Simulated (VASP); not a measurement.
**NiO: relaxation of cell and atoms with PBEsol**

The system is NiO.

```
Ni O
1.0
     0.00000    2.05323    2.05323
     2.05323    0.00000    2.05323
     2.05323    2.05323    0.00000
Ni O
1 1
Direct
  0.00000 0.00000 0.00000
  0.50000 0.50000 0.50000
```

```json
{
 "Program": "VASP 6.6.1",
 "Task": "relaxation of cell and atoms",
 "Functional": "PBEsol",
 "Potentials or basis": "VASP PAW PBE potentials, release 64 (Ni, O)",
 "Cutoff": "600 eV",
 "k mesh": "18 × 18 × 18",
 "Occupations": "gaussian, width 0.1 eV",
 "Spin": "collinear spin, ferromagnetic start",
 "Starting moments": "[0.89, 0.15] μB",
 "Dipole correction": "no",
 "Further INCAR settings": "ALGO = Normal; EDIFF = 1e-06; IBRION = 2; EDIFFG = -0.005; NSW = 100; ISIF = 3"
}
```

* Relaxed volume: 8.63 Å³/atom
* Relaxed cell: a = 2.901 Å, b = 2.901 Å, c = 2.901 Å, α = 60.00°, β = 60.00°, γ = 60.00°
* Space group after relaxing (to 0.1 Å): Fm-3m (No. 225)
* Energy gained by relaxing: 0.0 meV/atom
* Ionic steps: 3
* Pressure after relaxing: -0.1 GPa
* Net moment: 0.86 μB per cell
* Site moments: Ni +0.73; O +0.11 μB
* Valence electrons inside the program's atomic spheres: Ni 9.15; O 4.94

Final structure:
```yaml
crystal:
  lattice:
    - [0.00000, 2.05129, 2.05129]
    - [2.05129, 0.00000, 2.05129]
    - [2.05129, 2.05129, 0.00000]
  atoms:
    - { symbol: Ni, position: [0.00000, 0.00000, 0.00000] }
    - { symbol: O, position: [0.50000, 0.50000, 0.50000] }
```

Levels at points of the mesh, in eV from the Fermi level:
Spin up:
```tsv
k point	band 5	band 6	band 7	band 8	band 9	band 10	band 11	band 12	band 13
(0.00, 0.00, 0.00)	-2.39	-2.39	-2.34	-2.34	-2.34	1.78	17.77	19.27	19.27
(0.50, 0.00, 0.00)	-1.46	-1.46	-1.00	0.89	0.89	5.56	10.41	14.28	14.28
(0.50, 0.50, 0.00)	-3.40	-1.98	-1.32	-1.15	-1.15	6.50	10.74	12.43	17.12
```
Spin down:
```csv
k point,band 4,band 5,band 6,band 7,band 8,band 9,band 10,band 11,band 12,band 13
"(0.00, 0.00, 0.00)",-3.15,-1.88,-1.88,-1.88,-1.23,-1.23,1.95,17.76,19.41,19.41
"(0.50, 0.00, 0.00)",-5.60,-0.92,-0.92,-0.53,1.82,1.82,5.65,10.65,14.43,14.43
"(0.50, 0.50, 0.00)",-4.55,-3.01,-0.77,-0.64,-0.64,-0.12,6.73,10.90,12.60,17.31
```

It took 82 s on 1 thread of Intel(R) Xeon(R) 6975P-C (Granite Rapids) (shared host), peak memory 0.22 GiB.

Caveat: the PAW data sets were made with another functional, which shifts forces and pressure a little; a cell with one magnetic atom can't hold antiferromagnetic order, which such compounds often take; semilocal functionals often make such compounds metallic where correlation or magnetic order opens a gap, which also shifts bond lengths. With open d or f shells a metallic result of PBEsol can be an artefact of self-interaction; +U or a hybrid may open a gap.
